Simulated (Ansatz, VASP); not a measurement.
**C in VASP and in Ansatz**

INCAR

```
SYSTEM = C
PREC = Accurate
ENCUT = 520
EDIFF = 1E-7
ISMEAR = 0
SIGMA = 0.05
LREAL = .False.
LASPH = .True.
NELM = 60
ALGO = Normal
ISIF = 2
LWAVE = .False.
LCHARG = .False.
NBANDS = 11
```

The input KPOINTS:

```
Automatic mesh
0
Gamma
  12 12 12
  0 0 0
```

The input POSCAR:

```
C
1.0
    0.0000000000      1.7376160000      1.8234542304
    1.7376160000      0.0000000000      1.8234542304
    1.7376160000      1.7376160000      0.0000000000
C
2
Direct
    0.5000000000      0.5000000000      0.5000000000
    0.7500000000      0.7500000000      0.7500000000
```

Input for Ansatz:

```yaml
crystal:
  lattice:
    - [0.0, 1.737616, 1.8234542304]
    - [1.737616, 0.0, 1.8234542304]
    - [1.737616, 1.737616, 0.0]
  atoms:
    - { symbol: C, position: [0.5, 0.5, 0.5] }
    - { symbol: C, position: [0.75, 0.75, 0.75] }
basis:
  ecutwfc: 520.0
kpoints:
  mp_grid: { grid: [12, 12, 12] }
hamiltonian:
  xc: lda
  pseudopotentials: { kind: paw, azcp: { folder: soft_1 } }
scf:
  occupations: { method: gaussian, width: 0.05 }
output:
  forces: true
  stress: true
  eigenvalues: true
```

Alike in both runs: task single point; functional LDA; k mesh 12 × 12 × 12; occupations gaussian, width 0.05 eV; no spin polarisation.

|  | VASP | Ansatz |
| --- | --- | --- |
| version | VASP 6.6.1 | Ansatz 0.2.0 |
| potentials or method | VASP PAW LDA potentials, release 64 (C), cutoff 520 eV | scalar-relativistic, plane waves, PAW |
| valence electrons in the cell | 8 | 8 |

```tsv
	VASP	Ansatz	Ansatz less VASP
gap on the k mesh at the Fermi level (eV)	3.58	3.59	+0.008
least direct gap on the mesh (eV)	5.19	5.19	-0.002
pressure (GPa)	1.7	0.0	-1.69
traceless stress, the component that is largest in VASP (GPa)	-32.19	-32.24	-0.050
```

Ansatz warns that its potentials were made for another functional, while VASP's fit it. LDA's correlation is that of Perdew and Zunger in VASP and of Perdew and Wang (1992) in Ansatz.
